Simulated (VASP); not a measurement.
The system is Re.

```
CELL_PARAMETERS angstrom
2.62222 0.00000 0.00000
0.00000 2.62222 0.00000
0.00000 0.00000 2.62222
ATOMIC_POSITIONS crystal
Re 0.00000 0.00000 0.00000
```

This cell differs from its parent crystal: volume scaled by 1.04.

Base run:

- Program: VASP 6.6.1
- Functional: revPBE
- Potentials or basis: VASP PAW PBE potentials, release 64 (Re_sv_GW)
- Cutoff: 500 eV
- k mesh: 14 × 14 × 14
- Occupations: fermi-dirac, width 0.1 eV
- Spin: no spin polarisation

Its results: pressure -11.8 GPa.

Q: The run is repeated on the same cell with these changes: potentials or basis from VASP PAW PBE potentials, release 64 (Re_sv_GW) to VASP PAW PBE potentials, release 64 (Re); cutoff from 500 eV to 520 eV; further incar settings from ALGO = Normal; EDIFF = 1e-06; NBANDS = 14 to ALGO = Normal; EDIFF = 1e-06; NBANDS = 10; valence electrons from 15 to 7. What comes out?

A: Pressure -10.6 GPa.

Caveats: the PAW data sets were made with another functional, which shifts forces and pressure a little.
